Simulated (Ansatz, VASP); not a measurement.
## Sb: VASP beside Ansatz

INCAR

```
SYSTEM = Sb
PREC = Accurate ; ENCUT = 520
EDIFF = 1E-6 ; ISMEAR = -1
SIGMA = 0.05 ; LREAL = .FALSE.
LASPH = .TRUE. ; NELM = 60
ALGO = Normal ; ISIF = 2
LWAVE = .FALSE. ; LCHARG = .FALSE.
GGA = PE ; NBANDS = 12
```

The input KPOINTS:

```
regular mesh
0
G
  9 9 9
  0 0 0
```

POSCAR

```
Sb
1.0
    2.0860823220      1.2044001902      3.7440000000
   -2.0860823220      1.2044001902      3.7440000000
    0.0000000000     -2.4088003803      3.7440000000
Sb
2
Direct
    0.2336400000      0.2336400000      0.2336400000
    0.7663600000      0.7663600000      0.7663600000
```

Input for Ansatz:

```yaml
crystal:
  lattice:
    - [2.086082322, 1.2044001902, 3.744]
    - [-2.086082322, 1.2044001902, 3.744]
    - [0.0, -2.4088003803, 3.744]
  atoms:
    - { symbol: Sb, position: [0.23364, 0.23364, 0.23364] }
    - { symbol: Sb, position: [0.76636, 0.76636, 0.76636] }
kpoints:
  mp_grid: { grid: [9, 9, 9] }
  band_path:
    path:
      - [0.0, 0.0, 0.0]
      - [0.5, 0.5, 0.5]
      - [0.7643445173, 0.2356554827, 0.5]
      - [0.5, -0.2356554827, 0.2356554827]
      - [0.5, 0.0, 0.0]
      - [0.0, 0.0, 0.0]
      - [0.3678277413, -0.3678277413, 0.0]
      - [0.6321722587, 0.0, 0.3678277413]
      - [0.5, 0.0, 0.5]
    npoints: 5
scf:
  occupations: { method: fermi_dirac, width: 0.05 }
hamiltonian:
  xc: pbe
  pseudopotentials: { kind: all_electron, lapw: { basis_error: 0.0005 } }
output:
  forces: true
  stress: true
  eigenvalues: true
```

Change from the starting cell: equal xx and yy strain of -3 %.

Alike in both runs: task single point; functional PBE; k mesh 9 × 9 × 9; occupations fermi-dirac, width 0.05 eV; no spin polarisation.

|  | VASP | Ansatz |
| --- | --- | --- |
| version | VASP 6.6.1 | Ansatz 0.2.0 |
| potentials or method | VASP PAW PBE potentials, release 64 (Sb), cutoff 520 eV | all-electron LAPW, scalar-relativistic |

VASP gave:

| Quantity | Value |
| --- | --- |
| pressure (GPa) | 7.9 |
| traceless stress, the component that is largest in VASP (GPa) | -1.51 |
| rms of the force components (eV/Å) | 0.365 |

**Question.** What did Ansatz give for the same quantities?

**Answer.** Pressure (GPa): 7.7; traceless stress, the component that is largest in VASP (GPa): -1.47; rms of the force components (eV/Å): 0.326.

Atom by atom the forces differ by 0.038 eV/Å (rms over components). Ansatz ran all-electron here, and VASP with PAW potentials.

Neither program's run includes spin-orbit coupling.
